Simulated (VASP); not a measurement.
# PbS (P-6m2) in VASP: settings compared

Aim: see how the results for PbS move with the level of theory and the settings. Levels: BLYP, LDA, PBEsol. Tasks: single point.

Everything below comes from runs of VASP 6.6.1. Logs are shortened: lines on timing, memory, paths and dates and some standing lists are left out, and cuts for length are marked.

## Step 1: The cell of the first run

It takes space group P-6m2 (No. 187, hexagonal). The conventional cell has a = 4.090 Å, b = 4.090 Å, c = 3.788 Å, α = 90.00°, β = 90.00°, γ = 120.00°. Pb (site symmetry -6m2) has 6 S at 3.03 Å and 2 Pb at 3.79 Å within 4.0 Å. S (site symmetry -6m2) has 6 Pb at 3.03 Å and 2 S at 3.79 Å within 4.0 Å.

## Step 2: Single point, BLYP

INCAR reads:

```
SYSTEM = PbS
  PREC = Accurate
  ENCUT = 500
  EDIFF = 1E-6
  ISMEAR = 0
  SIGMA = 0.01
  LREAL = .FALSE.
  LASPH = .TRUE.
  NELM = 120
  ALGO = Normal
  ISIF = 2
  LWAVE = .FALSE.
  LCHARG = .FALSE.
  GGA = B5
  ALDAX = 1.0
  AGGAX = 1.0
  AGGAC = 1.0
  ALDAC = 0.0
  NBANDS = 17
  GGA_COMPAT = .FALSE.
```

KPOINTS reads:

```
Automatic mesh
0
G
  3 3 3
  0 0 0
```

POSCAR reads:

```
PbS
1.0
    4.0896980000      0.0000000000      0.0000000000
   -2.0448490000      3.5417820000      0.0000000000
    0.0000000000      0.0000000000      3.7881670000
Pb S
1 1
Direct
    0.0000000000      0.0000000000      0.0000000000
    0.6666666667      0.3333333333      0.5000000000
```

Potentials or basis: VASP PAW PBE potentials, release 64 (Pb_d, S).

Run with:

```
$ cat potpaw_PBE.64/Pb_d/POTCAR potpaw_PBE.64/S/POTCAR > POTCAR
$ mpirun -np 1 vasp_std > vasp.out
```

OUTCAR:

```text
SYSTEM = PbS
   PREC = Accurate
   ENCUT = 500
   EDIFF = 1E-6
   ISMEAR = 0
   LREAL = .FALSE.
   LASPH = .TRUE.
   NELM = 120
   ISIF = 2
   GGA = B5

 ion  position               nearest neighbor table
   1  0.000  0.000  0.000-   2 3.03   2 3.03   2 3.03   2 3.03   2 3.03   2 3.03
   2  0.667  0.333  0.500-   1 3.03   1 3.03   1 3.03   1 3.03   1 3.03   1 3.03

  LATTYP: Found a hexagonal cell.
 ALAT       =     4.0896980000
 C/A-ratio  =     0.9262705950

  Lattice vectors:

 A1 = (   4.0896980000,   0.0000000000,   0.0000000000)
 A2 = (  -2.0448490000,   3.5417820000,   0.0000000000)
 A3 = (   0.0000000000,   0.0000000000,   3.7881670000)

Analysis of symmetry for initial positions (statically):
=====================================================================
 Subroutine PRICEL returns:
 Original cell was already a primitive cell.

 Routine SETGRP: Setting up the symmetry group for a
 hexagonal supercell.

 Subroutine GETGRP returns: Found 12 space group operations
 (whereof 12 operations were pure point group operations)
 out of a pool of 24 trial point group operations.

The static configuration has the point symmetry D_3h.

Analysis of symmetry for dynamics (positions and initial velocities):
=====================================================================
 Subroutine PRICEL returns:
 Original cell was already a primitive cell.

 Routine SETGRP: Setting up the symmetry group for a
 hexagonal supercell.

 Subroutine GETGRP returns: Found 12 space group operations
 (whereof 12 operations were pure point group operations)
 out of a pool of 24 trial point group operations.

The dynamic configuration has the point symmetry D_3h.

 Subroutine INISYM returns: Found 12 space group operations
 (whereof 12 operations are pure point group operations),
 and found     1 'primitive' translations

----------------------------------------------------------------------------------------

                                     Primitive cell

  volume of cell :      54.8709

  direct lattice vectors                    reciprocal lattice vectors
     4.089698000  0.000000000  0.000000000     0.244516832  0.141171873  0.000000000
    -2.044849000  3.541782000  0.000000000     0.000000000  0.282343747  0.000000000
     0.000000000  0.000000000  3.788167000     0.000000000  0.000000000  0.263979914

  length of vectors
     4.089698000  4.089697687  3.788167000     0.282343725  0.282343747  0.263979914

  position of ions in fractional coordinates (direct lattice)
     0.000000000  0.000000000  0.000000000
     0.666666667  0.333333333  0.500000000

  ion indices of the primitive-cell ions
   primitive index   ion index
                 1           1
                 2           2

----------------------------------------------------------------------------------------

 KPOINTS: Automatic mesh

Automatic generation of k-mesh.
 Grid dimensions read from file:
 generate k-points for:    3    3    3

 Generating k-lattice:

  Cartesian coordinates                     Fractional coordinates (reciprocal lattice)
     0.081505611  0.047057291  0.000000000     0.333333333 -0.000000000  0.000000000
     0.000000000  0.094114582  0.000000000     0.000000000  0.333333333  0.000000000
     0.000000000  0.000000000  0.087993305     0.000000000  0.000000000  0.333333333

  Length of vectors
     0.094114575  0.094114582  0.087993305

  Shift w.r.t. Gamma in fractional coordinates (k-lattice)
     0.000000000  0.000000000  0.000000000

 Subroutine IBZKPT returns following result:
 ===========================================

 Found      6 irreducible k-points:

 Following reciprocal coordinates:
            Coordinates               Weight
  0.000000  0.000000  0.000000      1.000000
  0.333333  0.000000  0.000000      6.000000
  0.333333  0.333333  0.000000      2.000000
  0.000000  0.000000  0.333333      2.000000
  0.333333  0.000000  0.333333     12.000000
  0.333333  0.333333  0.333333      4.000000
   k-points           NKPTS =      6   k-points in BZ     NKDIM =      6   number of bands    NBANDS=     17
   number of dos      NEDOS =    301   number of ions     NIONS =      2
   total plane-waves  NPLWV =  25200
   dimension x,y,z NGX =    30 NGY =   30 NGZ =   28
   dimension x,y,z NGXF=    60 NGYF=   60 NGZF=   56
   ions per type =               1   1
   NGX,Y,Z   is equivalent  to a cutoff of  12.19, 12.19, 12.29 a.u.
   NGXF,Y,Z  is equivalent  to a cutoff of  24.39, 24.39, 24.58 a.u.
 SYSTEM =  PbS
   PREC   = accura    normal or accurate (medium, high low for compatibility)
   ISTART =      0    job   : 0-new  1-cont  2-samecut
   ICHARG =      2    charge: 1-file 2-atom 10-const
   ISPIN  =      1    spin polarized calculation?
   LNONCOLLINEAR =      F non collinear calculations
   LSORBIT =      F    spin-orbit coupling
   LASPH  =      T    aspherical Exc in radial PAW
   ENCUT  =  500.0 eV  36.75 Ry    6.06 a.u.   7.46  7.46  6.91*2*pi/ulx,y,z
   NELM   =    120;   NELMIN=  2; NELMDL= -5     # of ELM steps
   EDIFF  = 0.1E-05   stopping-criterion for ELM
   LREAL  =      F    real-space projection
   EDIFFG = 0.1E-04   stopping-criterion for IOM
   NSW    =      0    number of steps for IOM
   IBRION =     -1    ionic relax: 0-MD 1-quasi-New 2-CG
   NFREE  =      0    steps in history (QN), initial steepest desc. (CG)
   ISIF   =      2    stress and relaxation
   ISYM   =      2    0-nonsym 1-usesym 2-fastsym
   POTIM  = 0.5000    time-step for ionic-motion
   TEBEG  =    0.0;   TEEND  =   0.0 temperature during run
   PSTRESS=    0.0 pullay stress
   NELECT =      20.0000    total number of electrons
   NUPDOWN=      -1.0000    fix difference up-down
   EMIN   =  10.00;   EMAX   =-10.00  energy-range for DOS
   EFERMI =   0.00;   METHOD = LEGACY
   ISMEAR =     0;   SIGMA  =   0.01  broadening in eV -4-tet -1-fermi 0-gaus
   EFERMI_NEDOS =   21; number of points for ismear=-14 and -15
   IALGO  =     38    algorithm
   IMIX   =      4    mixing-type and parameters
     AMIX     =   0.40;   BMIX     =  1.00
     AMIX_MAG =   1.60;   BMIX_MAG =  1.00
  volume/ion in A,a.u.               =      27.44       185.14
  Fermi-wavevector in a.u.,A,eV,Ry     =   1.169421  2.209885 18.606576  1.367545
  Thomas-Fermi vector in A             =   2.305894
   LORBIT       =      0    0 simple, 1 ext, 2 COOP (PROOUT), +10 PAW based schemes
   GGA     = B5    functional components
   LHFCALC =     F    Hartree Fock is set to
   AEXX    =    0.0000 exact exchange contribution
   IVDW    =     0    specifies the selected vdW correction
   LEPSILON=     F    determine dielectric tensor
   LRPA    =     F    only Hartree local field effects (RPA)
 non-spin polarized calculation
 Gauss-broadening in eV      SIGMA  =   0.01
  energy-cutoff  :      500.00
  volume of cell :       54.87
 maximum number of plane-waves:      1409
 NGX is ok and might be reduce to    30
   NGX = 15   NGY = 15   NGZ = 13

 number of electron      19.9999998 magnetization

 Free energy of the ion-electron system (eV)
  ---------------------------------------------------
  ext. energy  EPLUGINS =         0.00000000
  ---------------------------------------------------
  free energy    TOTEN  =        -7.51948097 eV

  energy without entropy =       -7.51948097  energy(sigma->0) =       -7.51948097

 E-fermi :   5.7474     XC(G=0):  -8.8915

 val. band max:        5.6771529840   @ k =   0.3333   0.3333   0.0000
 cond. band min:       6.4408933891   @ k =   0.3333   0.3333   0.3333
 fundamental gap:      0.7637404052
 Fermi energy:         5.7473837869

 k-point     1 :       0.0000    0.0000    0.0000
  band No.  band energies     occupation
      1     -11.2879      2.00000
      2     -11.2709      2.00000
      3     -11.2709      2.00000
      4     -11.1700      2.00000
      5     -11.1700      2.00000
      6      -7.5435      2.00000
[... 9 lines left out ...]
     16      16.7531      0.00000
     17      16.7552      0.00000

 k-point     2 :       0.3333    0.0000    0.0000
  band No.  band energies     occupation
      1     -11.2980      2.00000
      2     -11.2580      2.00000
      3     -11.2236      2.00000
      4     -11.1943      2.00000
      5     -11.1753      2.00000
      6      -6.8144      2.00000
[... 9 lines left out ...]
     16      16.4688      0.00000
     17      16.7496      0.00000

 k-point     3 :       0.3333    0.3333    0.0000
  band No.  band energies     occupation
      1     -11.2667      2.00000
      2     -11.2542      2.00000
      3     -11.2342      2.00000
      4     -11.1964      2.00000
      5     -11.1879      2.00000
      6      -6.2904      2.00000
[... 9 lines left out ...]
     16      14.6784      0.00000
     17      14.7758      0.00000

 k-point     4 :       0.0000    0.0000    0.3333
  band No.  band energies     occupation
      1     -11.2646      2.00000
      2     -11.2646      2.00000
      3     -11.2040      2.00000
      4     -11.2040      2.00000
      5     -11.1999      2.00000
      6      -6.8206      2.00000
[... 9 lines left out ...]
     16      14.0631      0.00000
     17      15.4048      0.00000

 k-point     5 :       0.3333    0.0000    0.3333
  band No.  band energies     occupation
      1     -11.2835      2.00000
      2     -11.2557      2.00000
      3     -11.2200      2.00000
      4     -11.2115      2.00000
      5     -11.1694      2.00000
      6      -6.2489      2.00000
[... 9 lines left out ...]
     16      15.7706      0.00000
     17      17.8184      0.00000

 k-point     6 :       0.3333    0.3333    0.3333
  band No.  band energies     occupation
      1     -11.2808      2.00000
      2     -11.2389      2.00000
      3     -11.2307      2.00000
      4     -11.2304      2.00000
      5     -11.1601      2.00000
      6      -5.9057      2.00000
[... 9 lines left out ...]
     16      17.1229      0.00000
     17      18.0106      0.00000

------------------------ aborting loop because EDIFF is reached ----------------------------------------

  FORCE on cell =-STRESS in cart. coord.  units (eV):
  Direction    XX          YY          ZZ          XY          YZ          ZX
  --------------------------------------------------------------------------------------
  -------------------------------------------------------------------------------------
  Total        0.9499575      0.9499573      1.0766457      0.0000000     -0.0000000      0.0000000
  in kB       27.7378348     27.7378291     31.4370073      0.0000000     -0.0000000      0.0000000
  external PRESSURE =      28.9708904 kB  Pullay stress =       0.0000000 kB

 VOLUME and BASIS-vectors are now :
 -----------------------------------------------------------------------------
  energy-cutoff  :      500.00
  volume of cell :       54.87
      direct lattice vectors                 reciprocal lattice vectors
     4.089698000  0.000000000  0.000000000     0.244516832  0.141171873  0.000000000
    -2.044849000  3.541782000  0.000000000     0.000000000  0.282343747  0.000000000
     0.000000000  0.000000000  3.788167000     0.000000000  0.000000000  0.263979914

 POSITION                                       TOTAL-FORCE (eV/Angst)
 -----------------------------------------------------------------------------------
      0.00000      0.00000      0.00000         0.000000      0.000000      0.000000
      2.04485      1.18059      1.89408        -0.000000     -0.000000      0.000000
 -----------------------------------------------------------------------------------
    total drift:                               -0.000000     -0.000000      0.000000

  FREE ENERGIE OF THE ION-ELECTRON SYSTEM (eV)
  ---------------------------------------------------
  free  energy   TOTEN  =        -7.5194809734 eV

  energy  without entropy=       -7.5194809734  energy(sigma->0) =       -7.51948097
```

It took 13 s on 1 thread of AMD EPYC 9R45 (Zen 5), shared host; peak memory 0.13 GiB.

Results:

| Quantity | Value |
| --- | --- |
| Free energy | -7.5195 eV |
| Pressure | 2.9 GPa |
| Band gap on the k mesh | 0.76 eV, indirect (least direct gap 1.80 eV) |

Levels at points of the mesh, in eV from the valence-band top:
```
           k point  band 7  band 8  band 9  band 10  band 11  band 12  band 13  band 14
(0.00, 0.00, 0.00)   -6.62   -2.24   -1.75    -1.75     3.35     3.35     5.49     6.32
```

Caveat: the k points lie up to 0.59 Å⁻¹ apart; the PAW data sets were made with another functional, which shifts forces and pressure a little; spin-orbit coupling is left out, which moves the levels of the heavy elements.

## Step 3: Single point, LDA

INCAR reads:

```
PREC = Accurate ; ENCUT = 500
EDIFF = 1E-6 ; ISMEAR = 0
SIGMA = 0.01 ; LREAL = F
LASPH = T ; NELM = 120
ALGO = Normal ; ISIF = 2
LWAVE = F ; LCHARG = F
NBANDS = 17 ; GGA_COMPAT = F
```

KPOINTS reads:

```
Automatic mesh
0
Gamma
  3 3 3
```

POSCAR is that of step 2.

Potentials or basis: VASP PAW LDA potentials, release 64 (Pb_d, S).

Run with:

```
$ cat potpaw_LDA.64/Pb_d/POTCAR potpaw_LDA.64/S/POTCAR > POTCAR
$ mpirun -np 1 vasp_std > vasp.out
```

Wall time 3.3 s (1 thread of AMD EPYC 9R45 (Zen 5), shared host); peak memory 0.11 GiB.

It converged, with:

| Quantity | Value |
| --- | --- |
| Free energy | -9.7410 eV |
| Pressure | -4.8 GPa |
| Band gap on the k mesh | 0.57 eV, indirect (least direct gap 1.60 eV) |

Stress tensor (GPa, compression positive):
```
-4.52  0.00  0.00
 0.00 -4.52  0.00
 0.00  0.00 -5.38
```

Levels at points of the mesh, in eV from the valence-band top:
```tsv
k point	band 8	band 9	band 10	band 11	band 12	band 13
(0.00, 0.00, 0.00)	-2.31	-1.80	-1.80	3.23	3.23	5.05
```

Caveat: the k points lie up to 0.59 Å⁻¹ apart; spin-orbit coupling is left out, which moves the levels of the heavy elements. A k mesh can miss the band edges.

## Step 4: Single point, PBEsol

INCAR reads:

```
SYSTEM = PbS
PREC     = Accurate       ! precision mode
ENCUT    = 500            ! plane-wave cutoff, eV
EDIFF    = 1E-6           ! SCF threshold, eV
ISMEAR   = 0              ! smearing method
SIGMA    = 0.01           ! smearing width, eV
LREAL    = .False.        ! projectors in reciprocal space
LASPH    = .True.         ! aspherical terms in the spheres
NELM     = 120            ! most SCF steps
ALGO     = Normal         ! electronic algorithm
ISIF     = 2              ! what is computed and relaxed
LWAVE    = .False.        ! write WAVECAR
LCHARG   = .False.        ! write CHGCAR
GGA      = PS             ! functional
NBANDS   = 17             ! bands
GGA_COMPAT= .False.
```

KPOINTS reads:

```
regular mesh
0
Gamma
  3 3 3
  0 0 0
```

POSCAR is that of step 3.

Potentials or basis: VASP PAW PBE potentials, release 64 (Pb_d, S).

Run with:

```
$ cat potpaw_PBE.64/Pb_d/POTCAR potpaw_PBE.64/S/POTCAR > POTCAR
$ mpirun -np 1 vasp_std > vasp.out
```

Wall time 4.3 s (1 thread of AMD EPYC 9R45 (Zen 5), shared host); peak memory 0.13 GiB.

Results (log left out):

```
Free energy            : -9.2413 eV
Pressure               : -3.3 GPa
Band gap on the k mesh : 0.61 eV, indirect (least direct gap 1.66 eV)
```

Stress tensor (GPa, compression positive):
```
-3.11  0.00  0.00
 0.00 -3.11  0.00
 0.00  0.00 -3.71
```

Levels at points of the mesh, in eV from the valence-band top:
```tsv
k point	band 6	band 7	band 8	band 9	band 10	band 11	band 12	band 13	band 14	band 15
(0.00, 0.00, 0.00)	-13.29	-6.59	-2.30	-1.81	-1.81	3.29	3.29	5.04	6.34	6.77
```

Caveat: the k points lie up to 0.59 Å⁻¹ apart; the PAW data sets were made with another functional, which shifts forces and pressure a little; spin-orbit coupling is left out, which moves the levels of the heavy elements.

## Step 5: Overview

```tsv
level	potentials or basis	gap on the mesh (eV)	pressure (GPa)
BLYP	VASP PAW PBE potentials, release 64 (Pb_d, S)	0.76	2.9
LDA	VASP PAW LDA potentials, release 64 (Pb_d, S)	0.57	-4.8
PBEsol	VASP PAW PBE potentials, release 64 (Pb_d, S)	0.61	-3.3
```

Alike in all rows: task single point; no spin polarisation; cell as given; k mesh 3 × 3 × 3; cutoff (eV) 500; smearing gaussian 0.01 eV.

Caveats: all runs use coarse meshes; spin-orbit coupling is left out, which moves the levels of the heavy elements; the PAW data sets were made with another functional, which shifts forces and pressure a little (some runs).

Total energies depend on the potentials used, so only differences within one code and one set of settings carry meaning.
